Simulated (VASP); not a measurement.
Crystal: B3As.

```xyz
4
Lattice="3.7941 0.0000 0.0000 0.0000 3.7941 0.0000 0.0000 0.0000 3.5793" Properties=species:S:1:pos:R:3 pbc="T T T"
B     0.0000    1.8970    1.7897
B     1.8970    0.0000    1.7897
B     1.8970    1.8970    0.0000
As    0.0000    0.0000    0.0000
```

The cell was generated, and may not be a known phase.

| Quantity | Value |
| --- | --- |
| Program | VASP 6.6.1 |
| Task | relaxation of cell and atoms |
| Functional | PBE |
| Potentials or basis | VASP PAW PBE potentials, release 64 (B, As) |
| Cutoff | 600 eV |
| k mesh | 4 × 4 × 6 |
| Occupations | gaussian, width 0.1 eV |
| Spin | no spin polarisation |

At the start: pressure -20.7 GPa; volume 12.88 Å³/atom.

Q: How do energy, volume and symmetry change on relaxing?

A: Over 5 steps the energy falls by 278.6 meV/atom and the volume is 9.58 Å³/atom (-25.7 %); space group P4/mmm (No. 123, to 0.1 Å) before and after.

Step by step:
```csv
step,energy change (eV),largest force (eV/Å),pressure (GPa),volume (Å³)
1,0.0000,0.0000,-20.70,51.53
2,-1.0824,0.0000,-5.14,40.08
3,-1.1107,0.0000,-0.48,38.56
4,-1.1110,0.0000,0.34,38.32
5,-1.1145,0.0000,0.41,38.31
```

Final structure:
```xyz
4
Lattice="3.4161 0.0000 0.0000 0.0000 3.4161 0.0000 0.0000 0.0000 3.2826" Properties=species:S:1:pos:R:3 pbc="T T T"
B     3.4161    1.7080    1.6413
B     1.7080    0.0000    1.6413
B     1.7080    1.7080    3.2826
As    3.4161    0.0000    0.0000
```

Caveat: the k points lie up to 0.46 Å⁻¹ apart in the final cell, too coarse for converged energies and pressures of a metal; the volume moved by over 15 % at a fixed basis, so the end points are rough.
